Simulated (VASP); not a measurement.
# Zr (P-1) in VASP: single point with PBE

Aim: the single point of Zr with PBE.

Program: VASP 6.6.1. These are calculated values, not measurements. Logs are shortened: lines on timing, memory, paths and dates and some standing lists are left out, and cuts for length are marked.

**1. The cell of the first run**

The typed cell holds 1 atom: a = 3.127 Å, b = 3.163 Å, c = 3.243 Å, α = 60.64°, β = 59.00°, γ = 61.99°.

**2. Single point, PBE (the cell strained at random)**

File INCAR:

```
PREC = Accurate
ENCUT = 520
EDIFF = 1E-7
ISMEAR = -1
SIGMA = 0.05
LREAL = False
LASPH = True
NELM = 80
ALGO = Fast
ISIF = 2
LWAVE = False
LCHARG = False
GGA = PE
NBANDS = 12
```

File KPOINTS:

```
Automatic mesh
0
Gamma
  10 10 10
```

File POSCAR:

```
Zr
1.0
    0.0102760000      2.2744240000      2.1457530000
    2.2795680000     -0.0367810000      2.1928100000
    2.2723460000      2.3142600000     -0.0295600000
Zr
1
Direct
    0.0039600000     -0.0150220000      0.0157390000
```

Potentials or basis: VASP PAW PBE potentials, release 64 (Zr_sv).

Run with:

```console
$ cat potpaw_PBE.64/Zr_sv/POTCAR > POTCAR
$ mpirun -np 1 vasp_std > vasp.out
```

OUTCAR:

```text
PREC = Accurate
   ENCUT = 520
   EDIFF = 1E-7
   ISMEAR = -1
   LREAL = False
   LASPH = True
   NELM = 80
   ISIF = 2
   GGA = PE

 ion  position               nearest neighbor table
   1  0.004  0.985  0.016-

  LATTYP: Found a triclinic cell.
 ALAT       =     5.3919904159
 B/A-ratio  =     0.5799116402
 C/A-ratio  =     0.8422998524
 COS(alpha) =     0.0064193247
 COS(beta)  =     0.4280508668
 COS(gamma) =     0.8554140941

  Lattice vectors:

 A1 = (  -2.2898440000,  -2.2376430000,  -4.3385630000)
 A2 = (  -0.0102760000,  -2.2744240000,  -2.1457530000)
 A3 = (  -4.5416380000,  -0.0030550000,  -0.0174970000)

Analysis of symmetry for initial positions (statically):
=====================================================================
 Subroutine PRICEL returns:
 Original cell was already a primitive cell.

 Routine SETGRP: Setting up the symmetry group for a
 triclinic supercell.

 Subroutine GETGRP returns: Found  2 space group operations
 (whereof  1 operations were pure point group operations)
 out of a pool of  2 trial point group operations.

The static configuration has the point symmetry C_1 .
 The point group associated with its full space group is S_2 .

Analysis of symmetry for dynamics (positions and initial velocities):
=====================================================================
 Subroutine PRICEL returns:
 Original cell was already a primitive cell.

 Routine SETGRP: Setting up the symmetry group for a
 triclinic supercell.

 Subroutine GETGRP returns: Found  2 space group operations
 (whereof  1 operations were pure point group operations)
 out of a pool of  2 trial point group operations.

The dynamic configuration has the point symmetry C_1 .
 The point group associated with its full space group is S_2 .

 Subroutine INISYM returns: Found  2 space group operations
 (whereof  1 operations are pure point group operations),
 and found     1 'primitive' translations

----------------------------------------------------------------------------------------

                                     Primitive cell

  volume of cell :      22.9335

  direct lattice vectors                    reciprocal lattice vectors
     0.010276000  2.274424000  2.145753000    -0.221233274  0.220211267  0.233680019
     2.279568000 -0.036781000  2.192810000     0.219463680 -0.212623662  0.224322721
     2.272346000  2.314260000 -0.029560000     0.220913105  0.212303587 -0.226092414

  length of vectors
     3.126878006  3.163257625  3.243490324     0.389927577  0.379069666  0.380779716

  position of ions in fractional coordinates (direct lattice)
     0.003960000  0.984978000  0.015739000

  ion indices of the primitive-cell ions
   primitive index   ion index
                 1           1

----------------------------------------------------------------------------------------

 KPOINTS: Automatic mesh

Automatic generation of k-mesh.
 Grid dimensions read from file:
 generate k-points for:   10   10   10

 Generating k-lattice:

  Cartesian coordinates                     Fractional coordinates (reciprocal lattice)
    -0.022123327  0.022021127  0.023368002     0.100000000  0.000000000  0.000000000
     0.021946368 -0.021262366  0.022432272     0.000000000  0.100000000  0.000000000
     0.022091310  0.021230359 -0.022609241     0.000000000  0.000000000  0.100000000

  Length of vectors
     0.038992758  0.037906967  0.038077972

  Shift w.r.t. Gamma in fractional coordinates (k-lattice)
     0.000000000  0.000000000  0.000000000

 Subroutine IBZKPT returns following result:
 ===========================================

 Found    504 irreducible k-points:

 Following reciprocal coordinates:
            Coordinates               Weight
  0.000000  0.000000  0.000000      1.000000
  0.100000  0.000000  0.000000      2.000000
  0.200000  0.000000  0.000000      2.000000
  0.300000  0.000000 -0.000000      2.000000
  0.400000 -0.000000  0.000000      2.000000
  0.500000 -0.000000  0.000000      1.000000
[... 16 lines left out ...]
 -0.400000  0.200000  0.000000      2.000000
 -0.300000  0.200000  0.000000      2.000000
 [... further k-points ...]
   k-points           NKPTS =    504   k-points in BZ     NKDIM =    504   number of bands    NBANDS=     12
   number of dos      NEDOS =    301   number of ions     NIONS =      1
   total plane-waves  NPLWV =  13824
   dimension x,y,z NGX =    24 NGY =   24 NGZ =   24
   dimension x,y,z NGXF=    48 NGYF=   48 NGZF=   48
   ions per type =               1
   NGX,Y,Z   is equivalent  to a cutoff of  12.76, 12.61, 12.30 a.u.
   NGXF,Y,Z  is equivalent  to a cutoff of  25.52, 25.23, 24.60 a.u.
 SYSTEM =  unknown system
   PREC   = accura    normal or accurate (medium, high low for compatibility)
   ISTART =      0    job   : 0-new  1-cont  2-samecut
   ICHARG =      2    charge: 1-file 2-atom 10-const
   ISPIN  =      1    spin polarized calculation?
   LNONCOLLINEAR =      F non collinear calculations
   LSORBIT =      F    spin-orbit coupling
   LASPH  =      T    aspherical Exc in radial PAW
   ENCUT  =  520.0 eV  38.22 Ry    6.18 a.u.   5.81  5.88  6.03*2*pi/ulx,y,z
   NELM   =     80;   NELMIN=  2; NELMDL= -5     # of ELM steps
   EDIFF  = 0.1E-06   stopping-criterion for ELM
   LREAL  =      F    real-space projection
   EDIFFG = 0.1E-05   stopping-criterion for IOM
   NSW    =      0    number of steps for IOM
   IBRION =     -1    ionic relax: 0-MD 1-quasi-New 2-CG
   NFREE  =      0    steps in history (QN), initial steepest desc. (CG)
   ISIF   =      2    stress and relaxation
   ISYM   =      2    0-nonsym 1-usesym 2-fastsym
   POTIM  = 0.5000    time-step for ionic-motion
   TEBEG  =    0.0;   TEEND  =   0.0 temperature during run
   PSTRESS=    0.0 pullay stress
   NELECT =      12.0000    total number of electrons
   NUPDOWN=      -1.0000    fix difference up-down
   EMIN   =  10.00;   EMAX   =-10.00  energy-range for DOS
   EFERMI =   0.00;   METHOD = LEGACY
   ISMEAR =    -1;   SIGMA  =   0.05  broadening in eV -4-tet -1-fermi 0-gaus
   EFERMI_NEDOS =   21; number of points for ismear=-14 and -15
   IALGO  =     68    algorithm
   IMIX   =      4    mixing-type and parameters
     AMIX     =   0.40;   BMIX     =  1.00
     AMIX_MAG =   1.60;   BMIX_MAG =  1.00
  volume/ion in A,a.u.               =      22.93       154.76
  Fermi-wavevector in a.u.,A,eV,Ry     =   1.319204  2.492934 23.678216  1.740300
  Thomas-Fermi vector in A             =   2.449119
   LORBIT       =      0    0 simple, 1 ext, 2 COOP (PROOUT), +10 PAW based schemes
   GGA     = PE    functional components
   LHFCALC =     F    Hartree Fock is set to
   AEXX    =    0.0000 exact exchange contribution
   IVDW    =     0    specifies the selected vdW correction
   LEPSILON=     F    determine dielectric tensor
   LRPA    =     F    only Hartree local field effects (RPA)
 non-spin polarized calculation
 RMM-DIIS sequential band-by-band and
  energy-cutoff  :      520.00
  volume of cell :       22.93
 maximum number of plane-waves:       630
   NGX = 11   NGY = 11   NGZ = 13

 number of electron      12.0000000 magnetization

 Free energy of the ion-electron system (eV)
  ---------------------------------------------------
  ext. energy  EPLUGINS =         0.00000000
  ---------------------------------------------------
  free energy    TOTEN  =        -8.47814094 eV

  energy without entropy =       -8.46573052  energy(sigma->0) =       -8.47193573

 E-fermi :   9.0462     XC(G=0): -11.1502

 val. band max:        9.0425461188   @ k =   0.2000  -0.1000   0.4000
 cond. band min:       9.0464297429   @ k =   0.4000   0.3000   0.4000
 fundamental gap:      0.0038836241
 Fermi energy:         9.0462288787

 k-point     1 :       0.0000    0.0000    0.0000
  band No.  band energies     occupation
      1     -39.6253      2.00000
      2     -17.1466      2.00000
      3     -17.1197      2.00000
      4     -17.0884      2.00000
      5       3.4804      2.00000
      6       9.7102      0.00000
      7       9.9603      0.00000
      8      10.4735      0.00000
      9      12.1356      0.00000
     10      12.8398      0.00000
     11      19.6138      0.00000
     12      23.1185      0.00000

 k-point     2 :       0.1000    0.0000    0.0000
  band No.  band energies     occupation
      1     -39.6099      2.00000
      2     -17.2036      2.00000
      3     -17.1581      2.00000
      4     -17.1293      2.00000
      5       3.8139      2.00000
      6       9.7574      0.00000
      7      10.0172      0.00000
      8      10.3848      0.00000
      9      11.9926      0.00000
     10      12.6358      0.00000
     11      20.3173      0.00000
     12      22.7828      0.00000

 k-point     3 :       0.2000    0.0000    0.0000
  band No.  band energies     occupation
      1     -39.5693      2.00000
      2     -17.4779      2.00000
      3     -17.1970      2.00000
      4     -17.1651      2.00000
      5       4.6860      2.00000
      6       9.3339      0.00632
      7      10.1645      0.00000
      8      10.6007      0.00000
      9      11.9927      0.00000
     10      12.3857      0.00000
     11      20.6467      0.00000
     12      22.5195      0.00000
[... 286 lines left out ...]
 k-point    23 :      -0.4000    0.2000    0.0000
  band No.  band energies     occupation
      1     -39.4439      2.00000
      2     -18.0193      2.00000
      3     -17.4869      2.00000
      4     -17.3568      2.00000
      5       7.0285      2.00000
      6       8.3873      2.00000
      7       9.8266      0.00000
      8      10.6106      0.00000
      9      13.8113      0.00000
     10      15.5001      0.00000
     11      18.8288      0.00000
     12      21.8168      0.00000

 k-point    24 :      -0.3000    0.2000    0.0000
  band No.  band energies     occupation
      1     -39.4710      2.00000
      2     -17.8713      2.00000
      3     -17.4958      2.00000
      4     -17.2954      2.00000
      5       6.9324      2.00000
      6       8.7902      1.98814
      7       9.1822      0.12372
      8      10.7190      0.00000
      9      12.4386      0.00000
     10      15.1766      0.00000
     11      20.2898      0.00000
     12      22.1960      0.00000

 [... further k-points ...]

------------------------ aborting loop because EDIFF is reached ----------------------------------------

  FORCE on cell =-STRESS in cart. coord.  units (eV):
  Direction    XX          YY          ZZ          XY          YZ          ZX
  --------------------------------------------------------------------------------------
  -------------------------------------------------------------------------------------
  Total        0.1424979      0.0509048      0.2984571     -0.0093619      0.2488442     -0.0601135
  in kB        9.9551842      3.5563121     20.8508050     -0.6540402     17.3847524     -4.1996508
  external PRESSURE =      11.4541004 kB  Pullay stress =       0.0000000 kB

 VOLUME and BASIS-vectors are now :
 -----------------------------------------------------------------------------
  energy-cutoff  :      520.00
  volume of cell :       22.93
      direct lattice vectors                 reciprocal lattice vectors
     0.010276000  2.274424000  2.145753000    -0.221233274  0.220211267  0.233680019
     2.279568000 -0.036781000  2.192810000     0.219463680 -0.212623662  0.224322721
     2.272346000  2.314260000 -0.029560000     0.220913105  0.212303587 -0.226092414

 POSITION                                       TOTAL-FORCE (eV/Angst)
 -----------------------------------------------------------------------------------
      2.28113      0.00920      2.16790         0.000000      0.000000     -0.000000
 -----------------------------------------------------------------------------------
    total drift:                               -0.000000      0.000002     -0.000000

  FREE ENERGIE OF THE ION-ELECTRON SYSTEM (eV)
  ---------------------------------------------------
  free  energy   TOTEN  =        -8.4781409418 eV

  energy  without entropy=       -8.4657305228  energy(sigma->0) =       -8.47193573
```

It took 1.8 min on 1 thread of Intel Xeon Platinum 8259CL at 2.50GHz (Skylake/Cascade Lake), shared host; peak memory 0.24 GiB.

Results:

| Item | Value |
| --- | --- |
| Free energy | -8.4781 eV |
| Pressure | 1.1 GPa |
| Band gap on the k mesh | zero (band 6 reaches 9.76 eV, above the bottom of band 7 at 8.62 eV) |

Caveat: the cell differs from its parent crystal (the cell strained at random).
